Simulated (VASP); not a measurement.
# KCl (R-3m) in VASP: a series of runs

The runs below take KCl through single point, with PBE, r2SCAN.

All numbers are computed with VASP 6.6.1; they aren't measurements. Logs are shortened: lines on timing, memory, paths and dates and some standing lists are left out, and cuts for length are marked.

### Step 1. The cell of the first run

The structure is trigonal, space group R-3m (No. 166). Conventional cell: a = 4.447 Å, b = 4.447 Å, c = 10.555 Å, α = 90.00°, β = 90.00°, γ = 120.00°. K (site symmetry -3m) has 6 Cl at 3.11 Å within 4.1 Å. Cl (site symmetry -3m) has 6 K at 3.11 Å within 4.1 Å.

### Step 2. Single point, PBE (strain along [111] -3.1%)

File INCAR:

```
SYSTEM = KCl
ALGO = Normal ; EDIFF = 1E-6
ENCUT = 520 ; GGA = PE
ISIF = 2 ; ISMEAR = -1
LASPH = .TRUE. ; LCHARG = .FALSE.
LREAL = .FALSE. ; LWAVE = .FALSE.
NBANDS = 15 ; NELM = 60
PREC = Accurate ; SIGMA = 0.02
```

File KPOINTS:

```
k-points
0
G
  8 8 8
  0 0 0
```

File POSCAR:

```
KCl
1.0
   -0.0652031885      3.0796451336      3.0796451336
    3.0796451336     -0.0652031885      3.0796451336
    3.0796451336      3.0796451336     -0.0652031885
K Cl
1 1
Direct
    0.0000000000      0.0000000000      0.0000000000
    0.5000000000      0.5000000000      0.5000000000
```

Potentials or basis: VASP PAW PBE potentials, release 64 (K_sv, Cl).

Started as:

```sh
$ cat potpaw_PBE.64/K_sv/POTCAR potpaw_PBE.64/Cl/POTCAR > POTCAR
$ mpirun -np 1 vasp_std > vasp.out
```

OUTCAR:

```text
SYSTEM = KCl
   EDIFF = 1E-6
   ENCUT = 520
   GGA = PE
   ISIF = 2
   ISMEAR = -1
   LASPH = .TRUE.
   LREAL = .FALSE.
   NELM = 60
   PREC = Accurate

 ion  position               nearest neighbor table
   1  0.000  0.000  0.000-   2 3.11   2 3.11   2 3.11   2 3.11   2 3.11   2 3.11
   2  0.500  0.500  0.500-   1 3.11   1 3.11   1 3.11   1 3.11   1 3.11   1 3.11

  LATTYP: Found a trigonal (rhomboedric) cell.
 ALAT       =     4.3557639690
 COS(alpha) =     0.4787203970

  Lattice vectors:

 A1 = (  -0.0652031885,   3.0796451336,   3.0796451336)
 A2 = (   3.0796451336,  -0.0652031885,   3.0796451336)
 A3 = (   3.0796451336,   3.0796451336,  -0.0652031885)

Analysis of symmetry for initial positions (statically):
=====================================================================
 Subroutine PRICEL returns:
 Original cell was already a primitive cell.

 Routine SETGRP: Setting up the symmetry group for a
 trigonal (rhombohedral) supercell.

 Subroutine GETGRP returns: Found 12 space group operations
 (whereof 12 operations were pure point group operations)
 out of a pool of 12 trial point group operations.

The static configuration has the point symmetry D_3d.

Analysis of symmetry for dynamics (positions and initial velocities):
=====================================================================
 Subroutine PRICEL returns:
 Original cell was already a primitive cell.

 Routine SETGRP: Setting up the symmetry group for a
 trigonal (rhombohedral) supercell.

 Subroutine GETGRP returns: Found 12 space group operations
 (whereof 12 operations were pure point group operations)
 out of a pool of 12 trial point group operations.

The dynamic configuration has the point symmetry D_3d.

 Subroutine INISYM returns: Found 12 space group operations
 (whereof 12 operations are pure point group operations),
 and found     1 'primitive' translations

----------------------------------------------------------------------------------------

                                     Primitive cell

  volume of cell :      60.2710

  direct lattice vectors                    reciprocal lattice vectors
    -0.065203188  3.079645134  3.079645134    -0.157289077  0.160691282  0.160691282
     3.079645134 -0.065203188  3.079645134     0.160691282 -0.157289077  0.160691282
     3.079645134  3.079645134 -0.065203188     0.160691282  0.160691282 -0.157289077

  length of vectors
     4.355763969  4.355763969  4.355763969     0.276375162  0.276375162  0.276375162

[... 89 lines left out ...]
   TEBEG  =    0.0;   TEEND  =   0.0 temperature during run
   PSTRESS=    0.0 pullay stress
   NELECT =      16.0000    total number of electrons
   NUPDOWN=      -1.0000    fix difference up-down
   EMIN   =  10.00;   EMAX   =-10.00  energy-range for DOS
   EFERMI =   0.00;   METHOD = LEGACY
   ISMEAR =    -1;   SIGMA  =   0.02  broadening in eV -4-tet -1-fermi 0-gaus
   EFERMI_NEDOS =   21; number of points for ismear=-14 and -15
   IALGO  =     38    algorithm
   IMIX   =      4    mixing-type and parameters
     AMIX     =   0.40;   BMIX     =  1.00
     AMIX_MAG =   1.60;   BMIX_MAG =  1.00
  volume/ion in A,a.u.               =      30.14       203.36
  Fermi-wavevector in a.u.,A,eV,Ry     =   1.052153  1.988280 15.061996  1.107025
  Thomas-Fermi vector in A             =   2.187224
   LORBIT       =      0    0 simple, 1 ext, 2 COOP (PROOUT), +10 PAW based schemes
   GGA     = PE    functional components
   LHFCALC =     F    Hartree Fock is set to
   AEXX    =    0.0000 exact exchange contribution
   IVDW    =     0    specifies the selected vdW correction
   LEPSILON=     F    determine dielectric tensor
   LRPA    =     F    only Hartree local field effects (RPA)
 non-spin polarized calculation
  energy-cutoff  :      520.00
  volume of cell :       60.27
 maximum number of plane-waves:      1640
   NGX = 17   NGY = 17   NGZ = 17

 number of electron      16.0000000 magnetization

 Free energy of the ion-electron system (eV)
  ---------------------------------------------------
  ext. energy  EPLUGINS =         0.00000000
  ---------------------------------------------------
  free energy    TOTEN  =        -6.78757459 eV

  energy without entropy =       -6.78757459  energy(sigma->0) =       -6.78757459

 E-fermi :  -1.2180     XC(G=0):  -7.6761

 val. band max:       -1.6649327523   @ k =   0.0000   0.0000   0.0000
 cond. band min:       3.5947552684   @ k =   0.0000   0.0000   0.0000
 fundamental gap:      5.2596880206
 Fermi energy:        -1.2179645545

 k-point     1 :       0.0000    0.0000    0.0000
  band No.  band energies     occupation
      1     -28.8284      2.00000
      2     -13.8610      2.00000
      3     -12.2900      2.00000
      4     -12.2891      2.00000
      5     -12.2891      2.00000
      6      -1.7231      2.00000
      7      -1.7231      2.00000
      8      -1.6649      2.00000
      9       3.5948      0.00000
     10       6.6012      0.00000
     11       6.6012      0.00000
     12       6.8777      0.00000
     13       7.5911      0.00000
     14       7.5911      0.00000
[... 401 lines left out ...]
      2     -13.9832      2.00000
      3     -12.3217      2.00000
      4     -12.2894      2.00000
      5     -12.1238      2.00000
      6      -2.4913      2.00000
      7      -1.9955      2.00000
      8      -1.8968      2.00000
      9       5.4059      0.00000
     10       6.3529      0.00000
     11       7.5526      0.00000
     12       8.3342      0.00000
     13       8.4954      0.00000
     14       9.1086      0.00000
     15      11.3120      0.00000

 [... further k-points ...]

------------------------ aborting loop because EDIFF is reached ----------------------------------------

  FORCE on cell =-STRESS in cart. coord.  units (eV):
  Direction    XX          YY          ZZ          XY          YZ          ZX
  --------------------------------------------------------------------------------------
  -------------------------------------------------------------------------------------
  Total        0.5607860      0.5607860      0.5607860      0.0441135      0.0441135      0.0441135
  in kB       14.9073244     14.9073244     14.9073244      1.1726663      1.1726663      1.1726663
  external PRESSURE =      14.9073244 kB  Pullay stress =       0.0000000 kB

 VOLUME and BASIS-vectors are now :
 -----------------------------------------------------------------------------
  energy-cutoff  :      520.00
  volume of cell :       60.27
      direct lattice vectors                 reciprocal lattice vectors
    -0.065203188  3.079645134  3.079645134    -0.157289077  0.160691282  0.160691282
     3.079645134 -0.065203188  3.079645134     0.160691282 -0.157289077  0.160691282
     3.079645134  3.079645134 -0.065203188     0.160691282  0.160691282 -0.157289077

 POSITION                                       TOTAL-FORCE (eV/Angst)
 -----------------------------------------------------------------------------------
      0.00000      0.00000      0.00000        -0.000000      0.000000     -0.000000
      3.04704      3.04704      3.04704         0.000000     -0.000000      0.000000
 -----------------------------------------------------------------------------------
    total drift:                                0.000000     -0.000000     -0.000000

  FREE ENERGIE OF THE ION-ELECTRON SYSTEM (eV)
  ---------------------------------------------------
  free  energy   TOTEN  =        -6.7875745900 eV

  energy  without entropy=       -6.7875745900  energy(sigma->0) =       -6.78757459
```

OSZICAR:

```text
N       E                     dE             d eps       ncg     rms          rms(c)
DAV:   1     0.104582411913E+03    0.10458E+03   -0.70857E+03  1950   0.957E+02
DAV:   2    -0.691724625511E+00   -0.10527E+03   -0.95954E+02  2536   0.241E+02
DAV:   3    -0.684526558524E+01   -0.61535E+01   -0.61165E+01  2673   0.518E+01
DAV:   4    -0.706920696055E+01   -0.22394E+00   -0.22385E+00  2980   0.897E+00
DAV:   5    -0.707100449951E+01   -0.17975E-02   -0.17975E-02  2729   0.865E-01    0.349E+00
DAV:   6    -0.678867398709E+01    0.28233E+00   -0.40782E-01  2489   0.329E+00    0.286E+00
DAV:   7    -0.677452759562E+01    0.14146E-01   -0.10171E-01  2678   0.183E+00    0.162E+00
DAV:   8    -0.678630185238E+01   -0.11774E-01   -0.15509E-02  2425   0.943E-01    0.175E-01
DAV:   9    -0.678700393437E+01   -0.70208E-03   -0.82214E-04  2727   0.183E-01    0.945E-02
DAV:  10    -0.678756641151E+01   -0.56248E-03   -0.59019E-04  2090   0.152E-01    0.197E-02
DAV:  11    -0.678757166717E+01   -0.52557E-05   -0.22285E-05  2781   0.280E-02    0.651E-03
DAV:  12    -0.678757440664E+01   -0.27395E-05   -0.42462E-06  2181   0.146E-02    0.454E-03
DAV:  13    -0.678757458999E+01   -0.18335E-06   -0.34309E-07  2207   0.324E-03
   1 F= -.67875746E+01 E0= -.67875746E+01  d E =-.700072E-12
```

It took 28 s on 1 thread of AMD EPYC 9R45 (Zen 5), shared host; peak memory 0.18 GiB.

Results:

```
Free energy            : -6.7876 eV
Pressure               : 1.5 GPa
Band gap on the k mesh : 5.26 eV, direct
```

Stress tensor (GPa, compression positive):
```
1.49 0.12 0.12
0.12 1.49 0.12
0.12 0.12 1.49
```

Levels at points of the mesh, in eV from the valence-band top:
```csv
k point,band 4,band 5,band 6,band 7,band 8,band 9,band 10,band 11,band 12,band 13
"(0.00, 0.00, 0.00)",-10.62,-10.62,-0.06,-0.06,0.00,5.26,8.27,8.27,8.54,9.26
"(0.50, 0.00, 0.00)",-10.63,-10.36,-1.16,-0.40,-0.35,7.65,8.65,10.46,10.69,11.40
"(0.50, 0.50, 0.00)",-10.69,-10.68,-0.72,-0.30,-0.24,6.46,8.46,10.23,10.26,10.71
"(0.50, 0.50, 0.50)",-10.64,-10.39,-1.14,-0.44,-0.44,7.65,8.79,10.66,10.66,11.39
```

Caveat: the cell differs from its parent crystal (strain along [111] -3.1%). A k mesh can miss the band edges.

(Continued in part 2 of 2.)
